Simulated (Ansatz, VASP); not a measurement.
Mg: VASP beside Ansatz

```
CELL_PARAMETERS angstrom
3.20927 -0.03209 -0.03209
-1.63243 2.79536 -0.01175
-0.05210 -0.05210 5.21033
ATOMIC_POSITIONS crystal
Mg 0.33333 0.66667 0.25000
Mg 0.66667 0.33333 0.75000
```

Change from the starting cell: equal xy, yz and zx shear strains of -2 %, PAW files.

Alike in both runs: task electric field gradients; functional LDA; k mesh 12 × 12 × 7; occupations fermi-dirac, width 0.05 eV; no spin polarisation.

|  | VASP | Ansatz |
| --- | --- | --- |
| version | VASP 6.6.1 | Ansatz 0.2.0 |
| potentials or method | VASP PAW LDA potentials, release 64 (Mg) | PAW with Ansatz's default frozen-core files, scalar-relativistic |
| plane-wave cutoff (eV) | 520 | 420 |
| valence electrons in the cell | 4 | 20 |

Ansatz gave:

| Item | Value |
| --- | --- |
| pressure (GPa) | -2.5 |
| traceless stress, the component that is largest in VASP (GPa) | -0.45 |
| rms of the force components (eV/Å) | 0.009 |
| size of Vzz on the site where it differs most (V/Å²) | 1.1 |

Question: Which values does VASP return?

Answer: Pressure (GPa): -2.8; traceless stress, the component that is largest in VASP (GPa): -0.45; rms of the force components (eV/Å): 0.009; size of Vzz on the site where it differs most (V/Å²): 1.1.

LDA's correlation is that of Perdew and Zunger in VASP and of Perdew and Wang (1992) in Ansatz. Atom by atom the forces differ by 0.000 eV/Å (rms over components). VASP's potentials hold 4 valence electrons a cell and Ansatz's 20, so a difference there can come from the potentials and not from the codes.
